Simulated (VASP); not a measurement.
Runs of VASP 6.6.1 on Ca3AsPb. The structure is that of space group Pm-3m (No. 221), or close to it. The cells are those of the table. 

| cell | k mesh | gap on the mesh (eV) | pressure (GPa) |
| --- | --- | --- | --- |
| a = 5.560 Å, 5 atoms | 4 × 4 × 4 | none | 0.1 |
| a = 5.578 Å, 5 atoms | 4 × 4 × 4 | none | (a) |
| a = 5.541 Å, 5 atoms | 4 × 4 × 4 | none | 0.5 |
| a = 5.560 Å, 5 atoms | 3 × 3 × 3 | none | 0.1 |

Alike in all rows: task single point; level PBE; potentials or basis VASP PAW PBE potentials, release 64 (Pb_d, As, Ca_sv); no spin polarisation; cutoff (eV) 520; smearing fermi-dirac 0.1 eV.

Task: Estimate the missing entries.

Result: (a) -0.2.

Caveats: some runs use coarse meshes; spin-orbit coupling is left out, which moves the levels of the heavy elements.

A k mesh can miss the band edges, and the runs leave out spin-orbit coupling on As, Pb.

A gap of «none» marks levels without a gap at the run's occupations.
